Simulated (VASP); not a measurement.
A run of VASP 6.6.1 is set up as follows.

File INCAR:

```
ALGO = Fast
EDIFF = 1E-6
ENCUT = 520
GGA = PE
ISIF = 2
ISMEAR = 0
LASPH = T
LCHARG = F
LREAL = F
LWAVE = F
NBANDS = 13
NELM = 60
PREC = Accurate
SIGMA = 0.011
```

File KPOINTS:

```
k-points
0
Gamma
  10 10 10
```

File POSCAR:

```
Sn
1.0
   -2.0291894110      2.0291894110      1.6607599896
    2.0291894110     -2.0291894110      1.6607599896
    2.0291894110      2.0291894110     -1.6607599896
Sn
1
Direct
    0.0000000000      0.0000000000      0.0000000000
```

Potentials or basis: VASP PAW PBE potentials, release 64 (Sn_d).

The run is started by

```sh
$ cat potpaw_PBE.64/Sn_d/POTCAR > POTCAR
$ mpirun -np 1 vasp_std > vasp.out
```

Q: Predict the pressure.

A: 0.8 GPa.

Q: Predict the band gap on the k mesh.

A: Zero (band 7 reaches 14.75 eV, above the bottom of band 8 at 5.95 eV).

Stress tensor (GPa, compression positive):
```
0.29 0.00 0.00
0.00 0.29 0.00
0.00 0.00 1.88
```

Caveat: spin-orbit coupling is left out, which moves the levels of the heavy elements.
